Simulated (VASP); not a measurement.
# AlC3 (Pm-3m) in VASP: single point with RPBE

Aim: the single point of AlC3 with RPBE.

Everything below comes from runs of VASP 6.6.1. Logs are shortened: lines on timing, memory, paths and dates and some standing lists are left out, and cuts for length are marked.

## Step 1: The cell of the first run

It takes space group Pm-3m (No. 221, cubic). Conventional cell: a = 3.208 Å, b = 3.208 Å, c = 3.208 Å, α = 90.00°, β = 90.00°, γ = 90.00°. Al (site symmetry m-3m) has 12 C at 2.27 Å within 3.0 Å. Within 3.0 Å of C (site symmetry 4/mmm) lie 4 Al at 2.27 Å and 8 C at 2.27 Å.

## Step 2: Single point, RPBE

INCAR

```
SYSTEM = AlC3
PREC     = Accurate       ! precision mode
ENCUT    = 520            ! plane-wave cutoff, eV
EDIFF    = 1E-6           ! SCF threshold, eV
ISMEAR   = 1              ! smearing method
SIGMA    = 0.15           ! smearing width, eV
LREAL    = .False.        ! projectors in reciprocal space
LASPH    = .True.         ! aspherical terms in the spheres
NELM     = 80             ! most SCF steps
ALGO     = Normal         ! electronic algorithm
ISIF     = 2              ! what is computed and relaxed
LWAVE    = .False.        ! write WAVECAR
LCHARG   = .True.         ! write CHGCAR
GGA      = RP             ! functional
LELF     = .True.         ! ELF
LVHAR    = .True.       
NBANDS   = 16             ! bands
```

KPOINTS

```
Automatic mesh
0
Gamma
  8 8 8
  0 0 0
```

POSCAR

```
AlC3
1.0
    3.2079290000      0.0000000000      0.0000000000
    0.0000000000      3.2079290000      0.0000000000
    0.0000000000      0.0000000000      3.2079290000
Al C
1 3
Direct
    0.0000000000      0.0000000000      0.0000000000
    0.0000000000      0.5000000000      0.5000000000
    0.5000000000      0.0000000000      0.5000000000
    0.5000000000      0.5000000000      0.0000000000
```

Potentials or basis: VASP PAW PBE potentials, release 64 (Al, C).

Command:

```console
cat potpaw_PBE.64/Al/POTCAR potpaw_PBE.64/C/POTCAR > POTCAR
mpirun -np 1 vasp_std > vasp.out
```

OUTCAR:

```text
SYSTEM = AlC3
   PREC = Accurate
   ENCUT = 520
   EDIFF = 1E-6
   ISMEAR = 1
   LREAL = .False.
   LASPH = .True.
   NELM = 80
   ISIF = 2
   GGA = RP

 ion  position               nearest neighbor table
   1  0.000  0.000  0.000-   2 2.27   3 2.27   4 2.27   2 2.27   3 2.27   2 2.27   4 2.27   2 2.27
                             3 2.27   4 2.27   3 2.27   4 2.27
   2  0.000  0.500  0.500-   1 2.27   1 2.27   1 2.27   1 2.27
   3  0.500  0.000  0.500-   1 2.27   1 2.27   1 2.27   1 2.27
   4  0.500  0.500  0.000-   1 2.27   1 2.27   1 2.27   1 2.27

  LATTYP: Found a simple cubic cell.
 ALAT       =     3.2079290000

  Lattice vectors:

 A1 = (   3.2079290000,   0.0000000000,   0.0000000000)
 A2 = (   0.0000000000,   3.2079290000,   0.0000000000)
 A3 = (   0.0000000000,   0.0000000000,   3.2079290000)

Analysis of symmetry for initial positions (statically):
=====================================================================
 Subroutine PRICEL returns:
 Original cell was already a primitive cell.

 Routine SETGRP: Setting up the symmetry group for a
 simple cubic supercell.

 Subroutine GETGRP returns: Found 48 space group operations
 (whereof 48 operations were pure point group operations)
 out of a pool of 48 trial point group operations.

The static configuration has the point symmetry O_h .

Analysis of symmetry for dynamics (positions and initial velocities):
=====================================================================
 Subroutine PRICEL returns:
 Original cell was already a primitive cell.

 Routine SETGRP: Setting up the symmetry group for a
 simple cubic supercell.

 Subroutine GETGRP returns: Found 48 space group operations
 (whereof 48 operations were pure point group operations)
 out of a pool of 48 trial point group operations.

The dynamic configuration has the point symmetry O_h .

 Subroutine INISYM returns: Found 48 space group operations
 (whereof 48 operations are pure point group operations),
 and found     1 'primitive' translations

----------------------------------------------------------------------------------------

                                     Primitive cell

  volume of cell :      33.0122

  direct lattice vectors                    reciprocal lattice vectors
     3.207929000  0.000000000  0.000000000     0.311727597  0.000000000  0.000000000
     0.000000000  3.207929000  0.000000000     0.000000000  0.311727597  0.000000000
     0.000000000  0.000000000  3.207929000     0.000000000  0.000000000  0.311727597

  length of vectors
     3.207929000  3.207929000  3.207929000     0.311727597  0.311727597  0.311727597

  position of ions in fractional coordinates (direct lattice)
     0.000000000  0.000000000  0.000000000
     0.000000000  0.500000000  0.500000000
     0.500000000  0.000000000  0.500000000
     0.500000000  0.500000000  0.000000000

  ion indices of the primitive-cell ions
   primitive index   ion index
                 1           1
                 2           2
                 3           3
                 4           4

----------------------------------------------------------------------------------------

 KPOINTS: Automatic mesh

Automatic generation of k-mesh.
 Grid dimensions read from file:
 generate k-points for:    8    8    8

 Generating k-lattice:

  Cartesian coordinates                     Fractional coordinates (reciprocal lattice)
     0.038965950  0.000000000  0.000000000     0.125000000  0.000000000  0.000000000
     0.000000000  0.038965950  0.000000000     0.000000000  0.125000000  0.000000000
     0.000000000  0.000000000  0.038965950     0.000000000  0.000000000  0.125000000

  Length of vectors
     0.038965950  0.038965950  0.038965950

  Shift w.r.t. Gamma in fractional coordinates (k-lattice)
     0.000000000  0.000000000  0.000000000

 Subroutine IBZKPT returns following result:
 ===========================================

 Found     35 irreducible k-points:

 Following reciprocal coordinates:
            Coordinates               Weight
  0.000000  0.000000  0.000000      1.000000
  0.125000  0.000000  0.000000      6.000000
  0.250000  0.000000  0.000000      6.000000
  0.375000  0.000000  0.000000      6.000000
  0.500000  0.000000  0.000000      3.000000
  0.125000  0.125000  0.000000     12.000000
[... 16 lines left out ...]
  0.375000  0.375000  0.125000     24.000000
  0.500000  0.375000  0.125000     24.000000
 [... further k-points ...]
   k-points           NKPTS =     35   k-points in BZ     NKDIM =     35   number of bands    NBANDS=     16
   number of dos      NEDOS =    301   number of ions     NIONS =      4
   total plane-waves  NPLWV =  13824
   dimension x,y,z NGX =    24 NGY =   24 NGZ =   24
   dimension x,y,z NGXF=    48 NGYF=   48 NGZF=   48
   ions per type =               1   3
   NGX,Y,Z   is equivalent  to a cutoff of  12.44, 12.44, 12.44 a.u.
   NGXF,Y,Z  is equivalent  to a cutoff of  24.88, 24.88, 24.88 a.u.
 SYSTEM =  AlC3
   PREC   = accura    normal or accurate (medium, high low for compatibility)
   ISTART =      0    job   : 0-new  1-cont  2-samecut
   ICHARG =      2    charge: 1-file 2-atom 10-const
   ISPIN  =      1    spin polarized calculation?
   LNONCOLLINEAR =      F non collinear calculations
   LSORBIT =      F    spin-orbit coupling
   LASPH  =      T    aspherical Exc in radial PAW
   ENCUT  =  520.0 eV  38.22 Ry    6.18 a.u.   5.96  5.96  5.96*2*pi/ulx,y,z
   NELM   =     80;   NELMIN=  2; NELMDL= -5     # of ELM steps
   EDIFF  = 0.1E-05   stopping-criterion for ELM
   LREAL  =      F    real-space projection
   EDIFFG = 0.1E-04   stopping-criterion for IOM
   NSW    =      0    number of steps for IOM
   IBRION =     -1    ionic relax: 0-MD 1-quasi-New 2-CG
   NFREE  =      0    steps in history (QN), initial steepest desc. (CG)
   ISIF   =      2    stress and relaxation
   ISYM   =      2    0-nonsym 1-usesym 2-fastsym
   POTIM  = 0.5000    time-step for ionic-motion
   TEBEG  =    0.0;   TEEND  =   0.0 temperature during run
   PSTRESS=    0.0 pullay stress
   NELECT =      15.0000    total number of electrons
   NUPDOWN=      -1.0000    fix difference up-down
   EMIN   =  10.00;   EMAX   =-10.00  energy-range for DOS
   EFERMI =   0.00;   METHOD = LEGACY
   ISMEAR =     1;   SIGMA  =   0.15  broadening in eV -4-tet -1-fermi 0-gaus
   EFERMI_NEDOS =   21; number of points for ismear=-14 and -15
   IALGO  =     38    algorithm
   IMIX   =      4    mixing-type and parameters
     AMIX     =   0.40;   BMIX     =  1.00
     AMIX_MAG =   1.60;   BMIX_MAG =  1.00
  volume/ion in A,a.u.               =       8.25        55.69
  Fermi-wavevector in a.u.,A,eV,Ry     =   1.258579  2.378370 21.551918  1.584021
  Thomas-Fermi vector in A             =   2.392182
   LORBIT       =      0    0 simple, 1 ext, 2 COOP (PROOUT), +10 PAW based schemes
   GGA     = RP    functional components
   LHFCALC =     F    Hartree Fock is set to
   AEXX    =    0.0000 exact exchange contribution
   IVDW    =     0    specifies the selected vdW correction
   LEPSILON=     F    determine dielectric tensor
   LRPA    =     F    only Hartree local field effects (RPA)
 non-spin polarized calculation
 Methfessel and Paxton  Order N= 1 SIGMA  =   0.15
  energy-cutoff  :      520.00
  volume of cell :       33.01
 maximum number of plane-waves:       912
 NGX is ok and might be reduce to    24
   NGX = 11   NGY = 11   NGZ = 11

 number of electron      15.0000000 magnetization

 Free energy of the ion-electron system (eV)
  ---------------------------------------------------
  ext. energy  EPLUGINS =         0.00000000
  ---------------------------------------------------
  free energy    TOTEN  =       -19.10474185 eV

  energy without entropy =      -19.10001855  energy(sigma->0) =      -19.10316742

 E-fermi :   9.3601     XC(G=0): -12.2113

 val. band max:        9.3598761672   @ k =   0.2500   0.0000   0.0000
 cond. band min:       9.3705530458   @ k =   0.3750   0.3750   0.1250
 fundamental gap:      0.0106768786
 Fermi energy:         9.3600760997

 k-point     1 :       0.0000    0.0000    0.0000
  band No.  band energies     occupation
      1      -8.1937      2.00000
      2       2.6482      2.00000
      3       2.6482      2.00000
      4       3.3863      2.00000
      5       3.3863      2.00000
      6       3.3863      2.00000
[... 8 lines left out ...]
     15      19.9243      0.00000
     16      21.7359      0.00000

 k-point     2 :       0.1250    0.0000    0.0000
  band No.  band energies     occupation
      1      -8.0015      2.00000
      2       0.7564      2.00000
      3       2.7742      2.00000
      4       3.5632      2.00000
      5       3.5632      2.00000
      6       5.0555      2.00000
[... 8 lines left out ...]
     15      20.6646      0.00000
     16      21.7617      0.00000

 k-point     3 :       0.2500    0.0000    0.0000
  band No.  band energies     occupation
      1      -7.4302      2.00000
      2      -1.4018      2.00000
      3       3.1250      2.00000
      4       4.0817      2.00000
      5       4.0817      2.00000
      6       6.6320      2.00000
[... 8 lines left out ...]
     15      21.3630      0.00000
     16      21.3630      0.00000

 k-point     4 :       0.3750    0.0000    0.0000
  band No.  band energies     occupation
      1      -6.5072      2.00000
      2      -3.3275      2.00000
      3       3.5824      2.00000
      4       4.8765      2.00000
      5       4.8765      2.00000
      6       7.9246      2.00000
[... 8 lines left out ...]
     15      20.8145      0.00000
     16      20.8145      0.00000
[... 324 lines left out ...]
 k-point    22 :       0.5000    0.2500    0.1250
  band No.  band energies     occupation
      1      -4.6866      2.00000
      2      -3.6945      2.00000
      3       0.7940      2.00000
      4       3.0089      2.00000
      5       4.3730      2.00000
      6       5.6469      2.00000
[... 8 lines left out ...]
     15      19.8626      0.00000
     16      21.3597      0.00000

 k-point    23 :       0.3750    0.3750    0.1250
  band No.  band energies     occupation
      1      -4.6756      2.00000
      2      -2.0933      2.00000
      3      -1.1336      2.00000
      4       2.1093      2.00000
      5       4.4280      2.00000
      6       6.4934      2.00000
[... 8 lines left out ...]
     15      20.5390      0.00000
     16      22.2534      0.00000

 k-point    24 :       0.5000    0.3750    0.1250
  band No.  band energies     occupation
      1      -3.7744      2.00000
      2      -2.9460      2.00000
      3      -0.9561      2.00000
      4       1.2474      2.00000
      5       5.1033      2.00000
      6       6.0065      2.00000
[... 8 lines left out ...]
     15      21.3614      0.00000
     16      22.0023      0.00000

 [... further k-points ...]
[... 5 lines left out ...]
  --------------------------------------------------------------------------------------
  -------------------------------------------------------------------------------------
  Total        0.7351850      0.7351850      0.7351850      0.0000000     -0.0000000     -0.0000000
  in kB       35.6806670     35.6806670     35.6806670      0.0000000     -0.0000000     -0.0000000
  external PRESSURE =      35.6806670 kB  Pullay stress =       0.0000000 kB

 VOLUME and BASIS-vectors are now :
 -----------------------------------------------------------------------------
  energy-cutoff  :      520.00
  volume of cell :       33.01
      direct lattice vectors                 reciprocal lattice vectors
     3.207929000  0.000000000  0.000000000     0.311727597  0.000000000  0.000000000
     0.000000000  3.207929000  0.000000000     0.000000000  0.311727597  0.000000000
     0.000000000  0.000000000  3.207929000     0.000000000  0.000000000  0.311727597

 POSITION                                       TOTAL-FORCE (eV/Angst)
 -----------------------------------------------------------------------------------
      0.00000      0.00000      0.00000         0.000000      0.000000      0.000000
      0.00000      1.60396      1.60396         0.000000      0.000000      0.000000
      1.60396      0.00000      1.60396         0.000000      0.000000      0.000000
      1.60396      1.60396      0.00000         0.000000      0.000000      0.000000
 -----------------------------------------------------------------------------------
    total drift:                                0.000000     -0.000000     -0.000000

  FREE ENERGIE OF THE ION-ELECTRON SYSTEM (eV)
  ---------------------------------------------------
  free  energy   TOTEN  =       -19.1047418502 eV

  energy  without entropy=      -19.1000185452  energy(sigma->0) =      -19.10316742
```

Wall time 16 s (1 thread of Intel Xeon 8259CL, shared host); peak memory 0.14 GiB.

What came out:

| Property | Result |
| --- | --- |
| Free energy | -19.1047 eV |
| Pressure | 3.6 GPa |

Caveat: the PAW data sets were made with another functional, which shifts forces and pressure a little.
